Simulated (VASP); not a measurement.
# Rh (Fm-3m) in VASP: further runs, part 2 of 2

VASP 6.6.1. Earlier steps stand in the parts before.

## 5. Single point, LDA, collinear spin, ferromagnetic start

File INCAR:

```
PREC     = Accurate       # precision mode
ENCUT    = 520            # plane-wave cutoff, eV
EDIFF    = 1E-6           # SCF threshold, eV
ISMEAR   = -1             # smearing method
SIGMA    = 0.05           # smearing width, eV
LREAL    = F              # projectors in reciprocal space
LASPH    = T              # aspherical terms in the spheres
NELM     = 150            # most SCF steps
ALGO     = Normal         # electronic algorithm
ISIF     = 2              # what is computed and relaxed
LWAVE    = F              # write WAVECAR
LCHARG   = F              # write CHGCAR
ISPIN    = 2              # spin polarisation
MAGMOM   = 1.2            # initial moments
LORBIT   = 11             # projections on sites
NUPDOWN  = 1.2            # fixed moment
LMAXMIX  = 4              # l up to which the mixer works
NBANDS   = 18             # bands
```

File KPOINTS:

```
regular mesh
0
Gamma
  15 15 15
```

File POSCAR:

```
Rh
1.0
    0.0000000000      1.8978500000      1.8978500000
    1.8978500000      0.0000000000      1.8978500000
    1.8978500000      1.8978500000      0.0000000000
Rh
1
Direct
    0.0000000000      0.0000000000      0.0000000000
```

Potentials or basis: VASP PAW LDA potentials, release 64 (Rh_pv).

The run is started by

```sh
> cat potpaw_LDA.64/Rh_pv/POTCAR > POTCAR
> mpirun -np 1 vasp_std > vasp.out
```

OUTCAR:

```text
PREC = Accurate
   ENCUT = 520
   EDIFF = 1E-6
   ISMEAR = -1
   LREAL = F
   LASPH = T
   NELM = 150
   ISIF = 2
   ISPIN = 2
   LORBIT = 11
   NUPDOWN = 1.2

 ion  position               nearest neighbor table
   1  0.000  0.000  0.000-

  LATTYP: Found a face centered cubic cell.
 ALAT       =     3.7957000000

  Lattice vectors:

 A1 = (   0.0000000000,   1.8978500000,   1.8978500000)
 A2 = (   1.8978500000,   0.0000000000,   1.8978500000)
 A3 = (   1.8978500000,   1.8978500000,   0.0000000000)

Analysis of symmetry for initial positions (statically):
=====================================================================
 Subroutine PRICEL returns:
 Original cell was already a primitive cell.

 Routine SETGRP: Setting up the symmetry group for a
 face centered cubic supercell.

 Subroutine GETGRP returns: Found 48 space group operations
 (whereof 48 operations were pure point group operations)
 out of a pool of 48 trial point group operations.

The static configuration has the point symmetry O_h .

Analysis of symmetry for dynamics (positions and initial velocities):
=====================================================================
 Subroutine PRICEL returns:
 Original cell was already a primitive cell.

 Routine SETGRP: Setting up the symmetry group for a
 face centered cubic supercell.

 Subroutine GETGRP returns: Found 48 space group operations
 (whereof 48 operations were pure point group operations)
 out of a pool of 48 trial point group operations.

The dynamic configuration has the point symmetry O_h .

Analysis of structural, dynamic, and magnetic symmetry:
=====================================================================
 Subroutine PRICEL returns:
 Original cell was already a primitive cell.

 Routine SETGRP: Setting up the symmetry group for a
 face centered cubic supercell.

 Subroutine GETGRP returns: Found 48 space group operations
 (whereof 48 operations were pure point group operations)
 out of a pool of 48 trial point group operations.

The overall configuration has the point symmetry O_h .

 Subroutine INISYM returns: Found 48 space group operations
 (whereof 48 operations are pure point group operations),
[... 121 lines left out ...]
   AEXX    =    0.0000 exact exchange contribution
   IVDW    =     0    specifies the selected vdW correction
   LEPSILON=     F    determine dielectric tensor
   LRPA    =     F    only Hartree local field effects (RPA)
 spin polarized calculation
  energy-cutoff  :      520.00
  volume of cell :       13.67
 maximum number of plane-waves:       378
   NGX =  9   NGY =  9   NGZ =  9

 number of electron      15.0000007 magnetization       1.2000001

 Free energy of the ion-electron system (eV)
  ---------------------------------------------------
  ext. energy  EPLUGINS =         0.00000000
  ---------------------------------------------------
  free energy    TOTEN  =        -8.38418383 eV

  energy without entropy =       -8.37323574  energy(sigma->0) =       -8.37870979

 E-fermi :  11.2495     XC(G=0): -14.3742

 val. band max:       12.2286773856   @ k =   0.4667   0.2667   0.0000
 cond. band min:      11.2544132141   @ k =   0.0667   0.0000   0.0000
 fundamental gap:     -0.9742641715
 Fermi energy:        12.2329128925

 spin component 1

 k-point     1 :       0.0000    0.0000    0.0000
  band No.  band energies     occupation
      1     -34.6619      1.00000
      2     -34.6619      1.00000
      3     -34.6619      1.00000
      4       3.6059      1.00000
      5       8.4136      1.00000
      6       8.4136      1.00000
[... 493 lines left out ...]
     17      42.4535      0.00000
     18      44.8176      0.00000

 [... further k-points ...]

 spin component 2

 k-point     1 :       0.0000    0.0000    0.0000
  band No.  band energies     occupation
      1     -33.8058      1.00000
      2     -33.8058      1.00000
      3     -33.8058      1.00000
      4       3.8830      1.00000
      5       9.1196      1.00000
      6       9.1196      1.00000
[... 493 lines left out ...]
     17      42.8814      0.00000
     18      45.2064      0.00000

 [... further k-points ...]
[... 5 lines left out ...]
  --------------------------------------------------------------------------------------
  -------------------------------------------------------------------------------------
  Total        0.1390113      0.1390113      0.1390113      0.0000000     -0.0000000      0.0000000
  in kB       16.2908961     16.2908961     16.2908961      0.0000000     -0.0000000      0.0000000
  external PRESSURE =      16.2908961 kB  Pullay stress =       0.0000000 kB

 VOLUME and BASIS-vectors are now :
 -----------------------------------------------------------------------------
  energy-cutoff  :      520.00
  volume of cell :       13.67
      direct lattice vectors                 reciprocal lattice vectors
     0.000000000  1.897850000  1.897850000    -0.263456016  0.263456016  0.263456016
     1.897850000  0.000000000  1.897850000     0.263456016 -0.263456016  0.263456016
     1.897850000  1.897850000  0.000000000     0.263456016  0.263456016 -0.263456016

 POSITION                                       TOTAL-FORCE (eV/Angst)
 -----------------------------------------------------------------------------------
      0.00000      0.00000      0.00000         0.000000      0.000000      0.000000
 -----------------------------------------------------------------------------------
    total drift:                                0.000000      0.000000      0.000000

  FREE ENERGIE OF THE ION-ELECTRON SYSTEM (eV)
  ---------------------------------------------------
  free  energy   TOTEN  =        -8.3841838308 eV

  energy  without entropy=       -8.3732357407  energy(sigma->0) =       -8.37870979

 total charge

# of ion       s       p       d       tot
------------------------------------------
    1        0.419   6.303   7.086  13.807

 magnetization (x)

# of ion       s       p       d       tot
------------------------------------------
    1        0.003   0.012   1.155   1.169
```

It took 33 s on 1 thread of Intel Xeon Platinum 8559C (Emerald Rapids), shared host; peak memory 0.15 GiB.

Results:

```
Free energy                                           : -8.3842 eV
Pressure                                              : 1.6 GPa
Net moment                                            : 1.20 μB per cell
Site moments                                          : Rh +1.17 μB
Valence electrons inside the program's atomic spheres : Rh 13.81
```

Caveat: the total moment is fixed, so each spin has its own Fermi level and the state may be an excited one.

## 6. Single point, LDA, collinear spin, ferromagnetic start

INCAR: that of step 5 with these lines changed.

```diff
@@ -2,3 +2,3 @@
 ENCUT    = 520            # plane-wave cutoff, eV
-EDIFF    = 1E-6           # SCF threshold, eV
+EDIFF    = 1E-7           # SCF threshold, eV
 ISMEAR   = -1             # smearing method
@@ -11,3 +11,3 @@
 LWAVE    = F              # write WAVECAR
-LCHARG   = F              # write CHGCAR
+LCHARG   = T              # write CHGCAR
 ISPIN    = 2              # spin polarisation
@@ -17,2 +17,5 @@
 LMAXMIX  = 4              # l up to which the mixer works
+GGA      = CA             # functional
+LELF     = T              # ELF
+LVHAR    = T            
 NBANDS   = 18             # bands
```

File KPOINTS:

```
Automatic mesh
0
Gamma
  15 15 15
```

POSCAR is that of step 5.

Potentials or basis: VASP PAW LDA potentials, release 64 (Rh_pv).

The run is started by

```sh
> cat potpaw_LDA.64/Rh_pv/POTCAR > POTCAR
> mpirun -np 1 vasp_std > vasp.out
```

OUTCAR:

```text
PREC = Accurate
   ENCUT = 520
   EDIFF = 1E-7
   ISMEAR = -1
   LREAL = F
   LASPH = T
   NELM = 150
   ISIF = 2
   ISPIN = 2
   LORBIT = 11
   NUPDOWN = 1.2
   GGA = CA

 ion  position               nearest neighbor table
   1  0.000  0.000  0.000-

  LATTYP: Found a face centered cubic cell.
 ALAT       =     3.7957000000

  Lattice vectors:

 A1 = (   0.0000000000,   1.8978500000,   1.8978500000)
 A2 = (   1.8978500000,   0.0000000000,   1.8978500000)
 A3 = (   1.8978500000,   1.8978500000,   0.0000000000)

Analysis of symmetry for initial positions (statically):
=====================================================================
 Subroutine PRICEL returns:
 Original cell was already a primitive cell.

 Routine SETGRP: Setting up the symmetry group for a
 face centered cubic supercell.

 Subroutine GETGRP returns: Found 48 space group operations
 (whereof 48 operations were pure point group operations)
 out of a pool of 48 trial point group operations.

The static configuration has the point symmetry O_h .

Analysis of symmetry for dynamics (positions and initial velocities):
=====================================================================
 Subroutine PRICEL returns:
 Original cell was already a primitive cell.

 Routine SETGRP: Setting up the symmetry group for a
 face centered cubic supercell.

 Subroutine GETGRP returns: Found 48 space group operations
 (whereof 48 operations were pure point group operations)
 out of a pool of 48 trial point group operations.

The dynamic configuration has the point symmetry O_h .

Analysis of structural, dynamic, and magnetic symmetry:
=====================================================================
 Subroutine PRICEL returns:
 Original cell was already a primitive cell.

 Routine SETGRP: Setting up the symmetry group for a
 face centered cubic supercell.

 Subroutine GETGRP returns: Found 48 space group operations
 (whereof 48 operations were pure point group operations)
 out of a pool of 48 trial point group operations.

The overall configuration has the point symmetry O_h .

 Subroutine INISYM returns: Found 48 space group operations
 (whereof 48 operations are pure point group operations),
 and found     1 'primitive' translations
[... 121 lines left out ...]
   IVDW    =     0    specifies the selected vdW correction
   LEPSILON=     F    determine dielectric tensor
   LRPA    =     F    only Hartree local field effects (RPA)
 spin polarized calculation
  energy-cutoff  :      520.00
  volume of cell :       13.67
 maximum number of plane-waves:       378
   NGX =  9   NGY =  9   NGZ =  9

 number of electron      15.0000007 magnetization       1.2000001

 Free energy of the ion-electron system (eV)
  ---------------------------------------------------
  ext. energy  EPLUGINS =         0.00000000
  ---------------------------------------------------
  free energy    TOTEN  =        -8.38418431 eV

  energy without entropy =       -8.37323728  energy(sigma->0) =       -8.37871079

 E-fermi :  11.2496     XC(G=0): -14.3741

 val. band max:       12.2289757391   @ k =   0.4667   0.2667   0.0000
 cond. band min:      11.2546543619   @ k =   0.0667   0.0000   0.0000
 fundamental gap:     -0.9743213771
 Fermi energy:        12.2332477634

 spin component 1

 k-point     1 :       0.0000    0.0000    0.0000
  band No.  band energies     occupation
      1     -34.6612      1.00000
      2     -34.6612      1.00000
      3     -34.6612      1.00000
      4       3.6061      1.00000
      5       8.4139      1.00000
      6       8.4139      1.00000
[... 493 lines left out ...]
     17      42.4539      0.00000
     18      44.8178      0.00000

 [... further k-points ...]

 spin component 2

 k-point     1 :       0.0000    0.0000    0.0000
  band No.  band energies     occupation
      1     -33.8051      1.00000
      2     -33.8051      1.00000
      3     -33.8051      1.00000
      4       3.8833      1.00000
      5       9.1197      1.00000
      6       9.1197      1.00000
[... 493 lines left out ...]
     17      42.8818      0.00000
     18      45.2065      0.00000

 [... further k-points ...]
[... 5 lines left out ...]
  --------------------------------------------------------------------------------------
  -------------------------------------------------------------------------------------
  Total        0.1382908      0.1382908      0.1382908      0.0000000      0.0000000      0.0000000
  in kB       16.2064626     16.2064626     16.2064626      0.0000000      0.0000000      0.0000000
  external PRESSURE =      16.2064626 kB  Pullay stress =       0.0000000 kB

 VOLUME and BASIS-vectors are now :
 -----------------------------------------------------------------------------
  energy-cutoff  :      520.00
  volume of cell :       13.67
      direct lattice vectors                 reciprocal lattice vectors
     0.000000000  1.897850000  1.897850000    -0.263456016  0.263456016  0.263456016
     1.897850000  0.000000000  1.897850000     0.263456016 -0.263456016  0.263456016
     1.897850000  1.897850000  0.000000000     0.263456016  0.263456016 -0.263456016

 POSITION                                       TOTAL-FORCE (eV/Angst)
 -----------------------------------------------------------------------------------
      0.00000      0.00000      0.00000         0.000000     -0.000000     -0.000000
 -----------------------------------------------------------------------------------
    total drift:                                0.000000      0.000000      0.000000

  FREE ENERGIE OF THE ION-ELECTRON SYSTEM (eV)
  ---------------------------------------------------
  free  energy   TOTEN  =        -8.3841843067 eV

  energy  without entropy=       -8.3732372762  energy(sigma->0) =       -8.37871079

 total charge

# of ion       s       p       d       tot
------------------------------------------
    1        0.419   6.303   7.086  13.807

 magnetization (x)

# of ion       s       p       d       tot
------------------------------------------
    1        0.003   0.012   1.155   1.169
```

It took 34 s on 1 thread of Intel Xeon Platinum 8559C (Emerald Rapids), shared host; peak memory 0.15 GiB.

What came out:

| Item | Value |
| --- | --- |
| Free energy | -8.3842 eV |
| Pressure | 1.6 GPa |
| Net moment | 1.20 μB per cell |
| Site moments | Rh +1.17 μB |
| Valence electrons inside the program's atomic spheres | Rh 13.81 |

Caveat: the total moment is fixed, so each spin has its own Fermi level and the state may be an excited one.

## 7. Overview

| fixed moment (μB) | pressure (GPa) | moment (μB) |
| --- | --- | --- |
| 0.4 | -7.6 | 0.40 |
| 0.6 | -6.0 | 0.60 |
| 0.9 | -2.8 | 0.90 |
| 1.2 | 1.6 | 1.20 |

Alike in all rows: task single point; level LDA; potentials or basis VASP PAW LDA potentials, release 64 (Rh_pv); spin collinear, ferromagnetic start; cell as given; k mesh 15 × 15 × 15; cutoff (eV) 520; smearing fermi-dirac 0.05 eV.

Caveats: the total moment is fixed, so each spin has its own Fermi level and the state may be an excited one; the cell stands under tension (at least some runs).

Total energies depend on the potentials used, so only differences within one code and one set of settings carry meaning.
